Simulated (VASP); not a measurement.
Here is a VASP 6.6.1 calculation.

File INCAR:

```
SYSTEM = MgO
ALGO = Normal
EDIFF = 1E-6
ENCUT = 600
GGA = PS
GGA_COMPAT = .FALSE.
ISIF = 2
ISMEAR = 0
LASPH = .TRUE.
LCHARG = .FALSE.
LREAL = .FALSE.
LWAVE = .FALSE.
NBANDS = 11
NELM = 120
PREC = Accurate
SIGMA = 0.1
```

The input KPOINTS:

```
k-points
0
G
  8 8 8
  0 0 0
```

Contents of POSCAR:

```
MgO
1.0
    0.0000000000      2.1100000000      2.1100000000
    2.1100000000      0.0000000000      2.1100000000
    2.1100000000      2.1100000000      0.0000000000
Mg O
1 1
Direct
    0.0000000000      0.0000000000      0.0000000000
    0.5000000000      0.5000000000      0.5000000000
```

Potentials or basis: VASP PAW PBE potentials, release 64 (Mg, O).

Command:

```console
$ cat potpaw_PBE.64/Mg/POTCAR potpaw_PBE.64/O/POTCAR > POTCAR
$ mpirun -np 1 vasp_std > vasp.out
```

**Question.** Predict the band gap on the k mesh.

**Answer.** 4.58 eV, direct.

**Question.** Predict the pressure.

**Answer.** -1.4 GPa.

Caveat: the PAW data sets were made with another functional, which shifts forces and pressure a little. As with any semilocal functional, this PBEsol gap is likely too small.
